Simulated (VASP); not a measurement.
# ZnS (Wurtzite-2H) (P6_3mc) in VASP: single point with PBE

Aim: the single point of ZnS (Wurtzite-2H) with PBE.

Program: VASP 6.6.1. These are calculated values, not measurements. Logs are shortened: lines on timing, memory, paths and dates and some standing lists are left out, and cuts for length are marked.

## (1) The cell of the first run

It takes space group P6_3mc (No. 186, hexagonal). Conventional cell: a = 3.811 Å, b = 3.811 Å, c = 6.234 Å, α = 90.00°, β = 90.00°, γ = 120.00°. Within 3.1 Å of Zn (site symmetry 3m) lie 4 S at 2.31 to 2.40 Å. S (site symmetry 3m) has 4 Zn at 2.31 to 2.40 Å within 3.1 Å.

## (2) Single point, PBE

Contents of INCAR:

```
ALGO = Normal
EDIFF = 1E-6
ENCUT = 500
GGA = PE
GGA_COMPAT = False
ISIF = 2
ISMEAR = -1
LASPH = True
LCHARG = True
LELF = True
LREAL = False
LVHAR = True
LWAVE = False
NBANDS = 26
NELM = 120
PREC = Accurate
SIGMA = 0.01
```

Contents of KPOINTS:

```
k-points
0
Gamma
  1 1 1
```

Contents of POSCAR:

```
ZnS
1.0
    3.8110000000      0.0000000000      0.0000000000
   -1.9055000000      3.3004228100      0.0000000000
    0.0000000000      0.0000000000      6.2340000000
Zn S
2 2
Direct
    0.3333333300      0.6666666700      0.0000000000
    0.6666666700      0.3333333300      0.5000000000
    0.3333333300      0.6666666700      0.3850000000
    0.6666666700      0.3333333300      0.8850000000
```

Potentials or basis: VASP PAW PBE potentials, release 64 (Zn, S).

On the command line:

```
$ cat potpaw_PBE.64/Zn/POTCAR potpaw_PBE.64/S/POTCAR > POTCAR
$ mpirun -np 1 vasp_gam > vasp.out
```

OUTCAR:

```text
EDIFF = 1E-6
   ENCUT = 500
   GGA = PE
   ISIF = 2
   ISMEAR = -1
   LASPH = True
   LREAL = False
   NELM = 120
   PREC = Accurate

 ion  position               nearest neighbor table
   1  0.333  0.667  0.000-   4 2.31   4 2.31   4 2.31   3 2.40
   2  0.667  0.333  0.500-   3 2.31   3 2.31   3 2.31   4 2.40
   3  0.333  0.667  0.385-   2 2.31   2 2.31   2 2.31   1 2.40
   4  0.667  0.333  0.885-   1 2.31   1 2.31   1 2.31   2 2.40

  LATTYP: Found a hexagonal cell.
 ALAT       =     3.8110000000
 C/A-ratio  =     1.6357911309

  Lattice vectors:

 A1 = (   3.8110000000,   0.0000000000,   0.0000000000)
 A2 = (  -1.9055000000,   3.3004228100,   0.0000000000)
 A3 = (   0.0000000000,   0.0000000000,   6.2340000000)

Analysis of symmetry for initial positions (statically):
=====================================================================
 Subroutine PRICEL returns:
 Original cell was already a primitive cell.

 Routine SETGRP: Setting up the symmetry group for a
 hexagonal supercell.

 Subroutine GETGRP returns: Found 12 space group operations
 (whereof  6 operations were pure point group operations)
 out of a pool of 24 trial point group operations.

The static configuration has the point symmetry C_3v.
 The point group associated with its full space group is C_6v.

Analysis of symmetry for dynamics (positions and initial velocities):
=====================================================================
 Subroutine PRICEL returns:
 Original cell was already a primitive cell.

 Routine SETGRP: Setting up the symmetry group for a
 hexagonal supercell.

 Subroutine GETGRP returns: Found 12 space group operations
 (whereof  6 operations were pure point group operations)
 out of a pool of 24 trial point group operations.

The dynamic configuration has the point symmetry C_3v.
 The point group associated with its full space group is C_6v.

 Subroutine INISYM returns: Found 12 space group operations
 (whereof  6 operations are pure point group operations),
 and found     1 'primitive' translations

----------------------------------------------------------------------------------------

                                     Primitive cell
[... 64 lines left out ...]
   ICHARG =      2    charge: 1-file 2-atom 10-const
   ISPIN  =      1    spin polarized calculation?
   LNONCOLLINEAR =      F non collinear calculations
   LSORBIT =      F    spin-orbit coupling
   LASPH  =      T    aspherical Exc in radial PAW
   ENCUT  =  500.0 eV  36.75 Ry    6.06 a.u.   6.95  6.95 11.37*2*pi/ulx,y,z
   NELM   =    120;   NELMIN=  2; NELMDL= -5     # of ELM steps
   EDIFF  = 0.1E-05   stopping-criterion for ELM
   LREAL  =      F    real-space projection
   EDIFFG = 0.1E-04   stopping-criterion for IOM
   NSW    =      0    number of steps for IOM
   IBRION =     -1    ionic relax: 0-MD 1-quasi-New 2-CG
   NFREE  =      0    steps in history (QN), initial steepest desc. (CG)
   ISIF   =      2    stress and relaxation
   ISYM   =      2    0-nonsym 1-usesym 2-fastsym
   POTIM  = 0.5000    time-step for ionic-motion
   TEBEG  =    0.0;   TEEND  =   0.0 temperature during run
   PSTRESS=    0.0 pullay stress
   NELECT =      36.0000    total number of electrons
   NUPDOWN=      -1.0000    fix difference up-down
   EMIN   =  10.00;   EMAX   =-10.00  energy-range for DOS
   EFERMI =   0.00;   METHOD = LEGACY
   ISMEAR =    -1;   SIGMA  =   0.01  broadening in eV -4-tet -1-fermi 0-gaus
   EFERMI_NEDOS =   21; number of points for ismear=-14 and -15
   IALGO  =     38    algorithm
   IMIX   =      4    mixing-type and parameters
     AMIX     =   0.40;   BMIX     =  1.00
     AMIX_MAG =   1.60;   BMIX_MAG =  1.00
  volume/ion in A,a.u.               =      19.60       132.29
  Fermi-wavevector in a.u.,A,eV,Ry     =   1.262943  2.386617 21.701647  1.595026
  Thomas-Fermi vector in A             =   2.396326
   LORBIT       =      0    0 simple, 1 ext, 2 COOP (PROOUT), +10 PAW based schemes
   GGA     = PE    functional components
   LHFCALC =     F    Hartree Fock is set to
   AEXX    =    0.0000 exact exchange contribution
   IVDW    =     0    specifies the selected vdW correction
   LEPSILON=     F    determine dielectric tensor
   LRPA    =     F    only Hartree local field effects (RPA)
 non-spin polarized calculation
  energy-cutoff  :      500.00
  volume of cell :       78.41
 maximum number of plane-waves:       987
 NGX is ok and might be reduce to    28
   NGX = 13   NGY = 13   NGZ = 23

 number of electron      35.9999976 magnetization

 Free energy of the ion-electron system (eV)
  ---------------------------------------------------
  ext. energy  EPLUGINS =         0.00000000
  ---------------------------------------------------
  free energy    TOTEN  =         0.04923344 eV

  energy without entropy =        0.04923344  energy(sigma->0) =        0.04923344

 E-fermi :   3.4367     XC(G=0):  -9.3536

 val. band max:        3.1659668001   @ k =   0.0000   0.0000   0.0000
 cond. band min:       4.9809237147   @ k =   0.0000   0.0000   0.0000
 fundamental gap:      1.8149569147
 Fermi energy:         3.4366743215

 k-point     1 :       0.0000    0.0000    0.0000
  band No.  band energies     occupation
      1     -10.0345      2.00000
      2      -8.9838      2.00000
      3      -4.1250      2.00000
      4      -4.1157      2.00000
      5      -4.1157      2.00000
      6      -4.0513      2.00000
[... 18 lines left out ...]
     25      10.2283      0.00000
     26      12.1746      0.00000

------------------------ aborting loop because EDIFF is reached ----------------------------------------

  FORCE on cell =-STRESS in cart. coord.  units (eV):
  Direction    XX          YY          ZZ          XY          YZ          ZX
  --------------------------------------------------------------------------------------
  -------------------------------------------------------------------------------------
  Total       19.9224012     19.9224011      5.5004477      0.0000000      0.0000000      0.0000000
  in kB      407.0773481    407.0773472    112.3914562      0.0000000      0.0000000      0.0000000
  external PRESSURE =     308.8487172 kB  Pullay stress =       0.0000000 kB

 VOLUME and BASIS-vectors are now :
 -----------------------------------------------------------------------------
  energy-cutoff  :      500.00
  volume of cell :       78.41
      direct lattice vectors                 reciprocal lattice vectors
     3.811000000  0.000000000  0.000000000     0.262398321  0.151495741  0.000000000
    -1.905500000  3.300422810  0.000000000     0.000000000  0.302991482  0.000000000
     0.000000000  0.000000000  6.234000000     0.000000000  0.000000000  0.160410651

 POSITION                                       TOTAL-FORCE (eV/Angst)
 -----------------------------------------------------------------------------------
     -0.00000      2.20028      0.00000         0.000000      0.000000      1.789151
      1.90550      1.10014      3.11700        -0.000000     -0.000000      1.789151
     -0.00000      2.20028      2.40009         0.000000     -0.000000     -1.789151
      1.90550      1.10014      5.51709        -0.000000      0.000000     -1.789151
 -----------------------------------------------------------------------------------
    total drift:                               -0.000009      0.000005      0.000888

  FREE ENERGIE OF THE ION-ELECTRON SYSTEM (eV)
  ---------------------------------------------------
  free  energy   TOTEN  =         0.0492334423 eV

  energy  without entropy=        0.0492334423  energy(sigma->0) =        0.04923344
```

It used 17 s of CPU time on 1 thread of AMD EPYC 7R13 Processor (Zen 3), with other jobs on the host.

What came out:

* Free energy: 0.0492 eV
* Pressure: 30.9 GPa
* Largest force: 1.789 eV/Å
* Band gap on the k mesh: 1.81 eV

Forces on the atoms (eV/Å):
```
Zn   0.000  0.000  1.789
Zn   0.000  0.000  1.789
S    0.000  0.000 -1.789
S    0.000  0.000 -1.789
```

Stress tensor (GPa, compression positive):
```
40.71  0.00  0.00
 0.00 40.71  0.00
 0.00  0.00 11.24
```

Caveat: the k points lie up to 1.90 Å⁻¹ apart; forces of over 1 eV/Å act on the atoms, so gaps and moduli don't describe the material at rest. A k mesh can miss the band edges.
